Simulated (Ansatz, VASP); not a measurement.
# Ta in VASP and in Ansatz

```
Ta
1.0
     4.60023    0.00000    0.00000
    -2.30011    3.98391    0.00000
     0.00000    0.00000   19.75610
Ta
5
Direct
  0.83333 0.16667 0.41695
  0.16667 0.83333 0.45567
  0.50000 0.50000 0.50000
  0.83333 0.16667 0.54433
  0.16667 0.83333 0.58305
```

Alike in both runs: functional LDA; k mesh 10 × 10 × 1; occupations fermi-dirac, width 0.05 eV; no spin polarisation.

Ansatz relaxed the structure, and its values are those at the end. VASP's run is a single point on that final structure, the one shown.

|  | VASP | Ansatz |
| --- | --- | --- |
| version | VASP 6.6.1 | Ansatz 0.2.0 |
| potentials or method | VASP PAW LDA potentials, release 64 (Ta_pv), cutoff 520 eV | all-electron LAPW, scalar-relativistic |

```tsv
	VASP	Ansatz	Ansatz less VASP
rms of the force components (eV/Å)	0.036	0.001	-0.0349
```

LDA's correlation is that of Perdew and Zunger in VASP and of Perdew and Wang (1992) in Ansatz. Ansatz ran all-electron here, and VASP with PAW potentials.

Neither program's run includes spin-orbit coupling.
